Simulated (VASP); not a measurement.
Set up this calculation in VASP 6.6.1, as the native input.

* Task: single point
* Functional: LDA
* Potentials or basis: VASP PAW LDA potentials, release 64 (Sb)
* Cutoff: 520 eV
* k mesh: 8 × 8 × 8
* Occupations: fermi-dirac, width 0.05 eV
* Spin: no spin polarisation
* Dipole correction: no
* Further INCAR settings: ALGO = Normal; EDIFF = 1e-07; NBANDS = 8

The structure of Sb lies in POSCAR:

```
Sb
1.0
    3.0954921035      0.0000000000      0.0000000000
    0.0000000000      3.0954921035      0.0000000000
    0.0000000000      0.0000000000      3.0954921035
Sb
1
Direct
    0.0000000000      0.0000000000      0.0000000000
```

These files were run (other wordings do the same):

INCAR

```
PREC = Accurate ; ENCUT = 520
EDIFF = 1E-7 ; ISMEAR = -1
SIGMA = 0.05 ; LREAL = F
LASPH = T ; NELM = 100
ALGO = Normal ; ISIF = 2
LWAVE = F ; LCHARG = T
GGA = CA ; LELF = T
LVHAR = T ; NBANDS = 8
```

KPOINTS

```
Automatic mesh
0
Gamma
  8 8 8
```

Potentials or basis: VASP PAW LDA potentials, release 64 (Sb).

Launch:

```sh
$ cat potpaw_LDA.64/Sb/POTCAR > POTCAR
$ mpirun -np 1 vasp_std > vasp.out
```

It gave:

- Pressure: -2.6 GPa

Wall time 2.9 s on 1 thread of AMD EPYC 9R45 96-Core Processor (Zen 5), on a shared host, peak memory 0.1 GiB.
